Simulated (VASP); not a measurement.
# Si2W (I4/mmm) in VASP: notebook, part 2 of 3

VASP 6.6.1.

**4. Single point, PBE (14.22 Å³/atom)**

This run uses another cell than the first one, of 14.22 Å³/atom.

File INCAR:

```
ALGO = Normal
EDIFF = 1E-6
ENCUT = 520
GGA = PE
ISIF = 2
ISMEAR = 0
LASPH = True
LCHARG = False
LREAL = False
LWAVE = False
NBANDS = 18
NELM = 100
PREC = Accurate
SIGMA = 0.15
```

File KPOINTS:

```
k-points
0
Gamma
  18 18 18
```

File POSCAR:

```
Si2W
1.0
   -1.6693282471      1.6693282471      3.8274358050
    1.6693282471     -1.6693282471      3.8274358050
    1.6693282471      1.6693282471     -3.8274358050
Si W
2 1
Direct
    0.3345726944      0.3345726944      0.0000000000
    0.6654273056      0.6654273056      0.0000000000
    0.0000000000      0.0000000000      0.0000000000
```

Potentials or basis: VASP PAW PBE potentials, release 64 (Si, W_sv).

Launch:

```console
$ cat potpaw_PBE.64/Si/POTCAR potpaw_PBE.64/W_sv/POTCAR > POTCAR
$ mpirun -np 1 vasp_std > vasp.out
```

OUTCAR:

```text
EDIFF = 1E-6
   ENCUT = 520
   GGA = PE
   ISIF = 2
   ISMEAR = 0
   LASPH = True
   LREAL = False
   NELM = 100
   PREC = Accurate

 ion  position               nearest neighbor table
   1  0.335  0.335  0.000-   2 2.53   3 2.56   3 2.68   3 2.68   3 2.68   3 2.68   2 2.69   2 2.69
                             2 2.69   2 2.69
   2  0.665  0.665  0.000-   1 2.53   3 2.56   3 2.68   3 2.68   3 2.68   3 2.68   1 2.69   1 2.69
                             1 2.69   1 2.69
   3  0.000  0.000  0.000-   1 2.56   2 2.56   1 2.68   2 2.68   2 2.68   2 2.68   2 2.68   1 2.68
                             1 2.68   1 2.68

  LATTYP: Found a body centered tetragonal cell.
 ALAT       =     3.3386564942
 C/A-ratio  =     2.2928000000

  Lattice vectors:

 A1 = (  -1.6693282471,   1.6693282471,   3.8274358050)
 A2 = (   1.6693282471,  -1.6693282471,   3.8274358050)
 A3 = (   1.6693282471,   1.6693282471,  -3.8274358050)

Analysis of symmetry for initial positions (statically):
=====================================================================
 Subroutine PRICEL returns:
 Original cell was already a primitive cell.

 Routine SETGRP: Setting up the symmetry group for a
 body centered tetragonal supercell.

 Subroutine GETGRP returns: Found 16 space group operations
 (whereof 16 operations were pure point group operations)
 out of a pool of 16 trial point group operations.

The static configuration has the point symmetry D_4h.

Analysis of symmetry for dynamics (positions and initial velocities):
=====================================================================
 Subroutine PRICEL returns:
 Original cell was already a primitive cell.

 Routine SETGRP: Setting up the symmetry group for a
 body centered tetragonal supercell.

 Subroutine GETGRP returns: Found 16 space group operations
 (whereof 16 operations were pure point group operations)
 out of a pool of 16 trial point group operations.

The dynamic configuration has the point symmetry D_4h.

 Subroutine INISYM returns: Found 16 space group operations
 (whereof 16 operations are pure point group operations),
 and found     1 'primitive' translations

----------------------------------------------------------------------------------------

                                     Primitive cell

  volume of cell :      42.6630

  direct lattice vectors                    reciprocal lattice vectors
    -1.669328247  1.669328247  3.827435805     0.000000000  0.299521679  0.130635764
     1.669328247 -1.669328247  3.827435805     0.299521679  0.000000000  0.130635764
     1.669328247  1.669328247 -3.827435805     0.299521679  0.299521679  0.000000000

  length of vectors
     4.496952127  4.496952127  4.496952127     0.326770469  0.326770469  0.423587621

  position of ions in fractional coordinates (direct lattice)
     0.334572694  0.334572694  0.000000000
     0.665427306  0.665427306  0.000000000
     0.000000000  0.000000000  0.000000000

  ion indices of the primitive-cell ions
   primitive index   ion index
                 1           1
                 2           2
                 3           3

----------------------------------------------------------------------------------------

[... 21 lines left out ...]

 Found    480 irreducible k-points:

 Following reciprocal coordinates:
            Coordinates               Weight
  0.000000  0.000000  0.000000      1.000000
  0.055556  0.000000 -0.000000      8.000000
  0.111111  0.000000 -0.000000      8.000000
  0.166667  0.000000  0.000000      8.000000
  0.222222 -0.000000  0.000000      8.000000
  0.277778 -0.000000  0.000000      8.000000
[... 16 lines left out ...]
 -0.277778  0.055556 -0.000000     16.000000
 -0.222222  0.055556 -0.000000     16.000000
 [... further k-points ...]
   k-points           NKPTS =    480   k-points in BZ     NKDIM =    480   number of bands    NBANDS=     18
   number of dos      NEDOS =    301   number of ions     NIONS =      3
   total plane-waves  NPLWV =  46656
   dimension x,y,z NGX =    36 NGY =   36 NGZ =   36
   dimension x,y,z NGXF=    72 NGYF=   72 NGZF=   72
   ions per type =               2   1
   NGX,Y,Z   is equivalent  to a cutoff of  13.31, 13.31, 13.31 a.u.
   NGXF,Y,Z  is equivalent  to a cutoff of  26.62, 26.62, 26.62 a.u.
 SYSTEM =  unknown system
   PREC   = accura    normal or accurate (medium, high low for compatibility)
   ISTART =      0    job   : 0-new  1-cont  2-samecut
   ICHARG =      2    charge: 1-file 2-atom 10-const
   ISPIN  =      1    spin polarized calculation?
   LNONCOLLINEAR =      F non collinear calculations
   LSORBIT =      F    spin-orbit coupling
   LASPH  =      T    aspherical Exc in radial PAW
   ENCUT  =  520.0 eV  38.22 Ry    6.18 a.u.   8.36  8.36  8.36*2*pi/ulx,y,z
   NELM   =    100;   NELMIN=  2; NELMDL= -5     # of ELM steps
   EDIFF  = 0.1E-05   stopping-criterion for ELM
   LREAL  =      F    real-space projection
   EDIFFG = 0.1E-04   stopping-criterion for IOM
   NSW    =      0    number of steps for IOM
   IBRION =     -1    ionic relax: 0-MD 1-quasi-New 2-CG
   NFREE  =      0    steps in history (QN), initial steepest desc. (CG)
   ISIF   =      2    stress and relaxation
   ISYM   =      2    0-nonsym 1-usesym 2-fastsym
   POTIM  = 0.5000    time-step for ionic-motion
   TEBEG  =    0.0;   TEEND  =   0.0 temperature during run
   PSTRESS=    0.0 pullay stress
   NELECT =      22.0000    total number of electrons
   NUPDOWN=      -1.0000    fix difference up-down
   EMIN   =  10.00;   EMAX   =-10.00  energy-range for DOS
   EFERMI =   0.00;   METHOD = LEGACY
   ISMEAR =     0;   SIGMA  =   0.15  broadening in eV -4-tet -1-fermi 0-gaus
   EFERMI_NEDOS =   21; number of points for ismear=-14 and -15
   IALGO  =     38    algorithm
   IMIX   =      4    mixing-type and parameters
     AMIX     =   0.40;   BMIX     =  1.00
     AMIX_MAG =   1.60;   BMIX_MAG =  1.00
  volume/ion in A,a.u.               =      14.22        95.97
  Fermi-wavevector in a.u.,A,eV,Ry     =   1.312800  2.480832 23.448880  1.723444
  Thomas-Fermi vector in A             =   2.443167
   LORBIT       =      0    0 simple, 1 ext, 2 COOP (PROOUT), +10 PAW based schemes
   GGA     = PE    functional components
   LHFCALC =     F    Hartree Fock is set to
   AEXX    =    0.0000 exact exchange contribution
   IVDW    =     0    specifies the selected vdW correction
   LEPSILON=     F    determine dielectric tensor
   LRPA    =     F    only Hartree local field effects (RPA)
 non-spin polarized calculation
 Gauss-broadening in eV      SIGMA  =   0.15
  energy-cutoff  :      520.00
  volume of cell :       42.66
 maximum number of plane-waves:      1164
 NGX is ok and might be reduce to    36
   NGX = 17   NGY = 17   NGZ = 17

 number of electron      22.0000000 magnetization

 Free energy of the ion-electron system (eV)
  ---------------------------------------------------
  ext. energy  EPLUGINS =         0.00000000
  ---------------------------------------------------
  free energy    TOTEN  =       -24.65992063 eV

  energy without entropy =      -24.65699645  energy(sigma->0) =      -24.65845854

 E-fermi :  11.0503     XC(G=0): -12.2649

 val. band max:       11.0327614971   @ k =  -0.3889  -0.4444   0.3889
 cond. band min:      11.0534242287   @ k =  -0.2222  -0.2222   0.1667
 fundamental gap:      0.0206627316
 Fermi energy:        11.0503028357

 k-point     1 :       0.0000    0.0000    0.0000
  band No.  band energies     occupation
      1     -62.7916      2.00000
      2     -27.0482      2.00000
      3     -27.0482      2.00000
      4     -26.9631      2.00000
      5      -2.4370      2.00000
      6       4.8294      2.00000
[... 481 lines left out ...]
      5      -1.5978      2.00000
      6       4.7801      2.00000
[... 10 lines left out ...]
     17      16.9237      0.00000
     18      18.8979      0.00000

 [... further k-points ...]

------------------------ aborting loop because EDIFF is reached ----------------------------------------

  FORCE on cell =-STRESS in cart. coord.  units (eV):
  Direction    XX          YY          ZZ          XY          YZ          ZX
  --------------------------------------------------------------------------------------
  -------------------------------------------------------------------------------------
  Total       -3.6487350     -3.6487350      2.5187476      0.0000000      0.0000000      0.0000000
  in kB     -137.0255373   -137.0255373     94.5896967      0.0000000      0.0000000      0.0000000
  external PRESSURE =     -59.8204593 kB  Pullay stress =       0.0000000 kB

 VOLUME and BASIS-vectors are now :
 -----------------------------------------------------------------------------
  energy-cutoff  :      520.00
  volume of cell :       42.66
      direct lattice vectors                 reciprocal lattice vectors
    -1.669328247  1.669328247  3.827435805     0.000000000  0.299521679  0.130635764
     1.669328247 -1.669328247  3.827435805     0.299521679  0.000000000  0.130635764
     1.669328247  1.669328247 -3.827435805     0.299521679  0.299521679  0.000000000

 POSITION                                       TOTAL-FORCE (eV/Angst)
 -----------------------------------------------------------------------------------
      0.00000      0.00000      2.56111        -0.000000     -0.000000      0.084197
      0.00000      0.00000      5.09376         0.000000      0.000000     -0.084197
      0.00000      0.00000      0.00000        -0.000000     -0.000000      0.000000
 -----------------------------------------------------------------------------------
    total drift:                               -0.000000      0.000000      0.000000

  FREE ENERGIE OF THE ION-ELECTRON SYSTEM (eV)
  ---------------------------------------------------
  free  energy   TOTEN  =       -24.6599206299 eV

  energy  without entropy=      -24.6569964509  energy(sigma->0) =      -24.65845854
```

OSZICAR:

```text
N       E                     dE             d eps       ncg     rms          rms(c)
DAV:   1     0.129877733013E+03    0.12988E+03   -0.10824E+04 17288   0.122E+03
DAV:   2    -0.209854690333E+02   -0.15086E+03   -0.14721E+03 19820   0.318E+02
DAV:   3    -0.255620730469E+02   -0.45766E+01   -0.45175E+01 21470   0.496E+01
DAV:   4    -0.256064905994E+02   -0.44418E-01   -0.44347E-01 20666   0.509E+00
DAV:   5    -0.256069869485E+02   -0.49635E-03   -0.49629E-03 20582   0.577E-01    0.230E+01
DAV:   6    -0.247623838784E+02    0.84460E+00   -0.41176E+00 18626   0.139E+01    0.739E+00
DAV:   7    -0.246847296899E+02    0.77654E-01   -0.24947E-01 18420   0.291E+00    0.428E+00
DAV:   8    -0.246601576498E+02    0.24572E-01   -0.46023E-02 19348   0.169E+00    0.322E-01
DAV:   9    -0.246599814287E+02    0.17622E-03   -0.98111E-04 20996   0.259E-01    0.198E-01
DAV:  10    -0.246599310910E+02    0.50338E-04   -0.21535E-04 19716   0.138E-01    0.246E-02
DAV:  11    -0.246599216059E+02    0.94851E-05   -0.20907E-05 19808   0.417E-02    0.141E-02
DAV:  12    -0.246599206299E+02    0.97602E-06   -0.14168E-06 12138   0.851E-03
   1 F= -.24659921E+02 E0= -.24658459E+02  d E =-.292418E-02
```

It took 5.5 min on 1 thread of Intel Xeon Platinum 8488C (Sapphire Rapids), shared host; peak memory 0.47 GiB.

Results:

```
Free energy            : -24.6599 eV
Pressure               : -6.0 GPa
Largest force          : 0.084 eV/Å
Band gap on the k mesh : zero (bands 11 and 12 overlap by 0.82 eV)
```

Forces in eV/Å, atoms in the order of the input:
```
Si   0.000  0.000  0.084
Si   0.000  0.000 -0.084
W    0.000  0.000  0.000
```

Stress tensor (GPa, compression positive):
```
-13.70   0.00   0.00
  0.00 -13.70   0.00
  0.00   0.00   9.46
```

Levels at points of the mesh, in eV from the Fermi level:
| k point | band 7 | band 8 | band 9 | band 10 | band 11 | band 12 | band 13 | band 14 | band 15 | band 16 |
| --- | --- | --- | --- | --- | --- | --- | --- | --- | --- | --- |
| (0.00, 0.00, 0.00) | -2.92 | -2.83 | -2.83 | -2.83 | 0.38 | 2.24 | 2.64 | 2.64 | 3.23 | 4.62 |
| (0.50, 0.00, 0.00) | -5.17 | -4.42 | -2.80 | -2.36 | -0.41 | 2.28 | 2.50 | 4.29 | 4.42 | 4.92 |
| (0.50, 0.50, 0.00) | -5.72 | -5.39 | -4.80 | -2.51 | -1.68 | 2.56 | 2.68 | 3.31 | 4.47 | 4.64 |
| (0.50, 0.50, 0.50) | -3.43 | -2.56 | -1.11 | -1.11 | -0.27 | -0.27 | 0.60 | 4.74 | 5.42 | 6.51 |

Caveat: the stress differs along the axes, from -14 to 9 GPa; spin-orbit coupling is left out, which moves the levels of the heavy elements.

(Part 2 of 3 ends here.)

The gap in the log of VASP goes by the Fermi energy; the results here count the filled bands.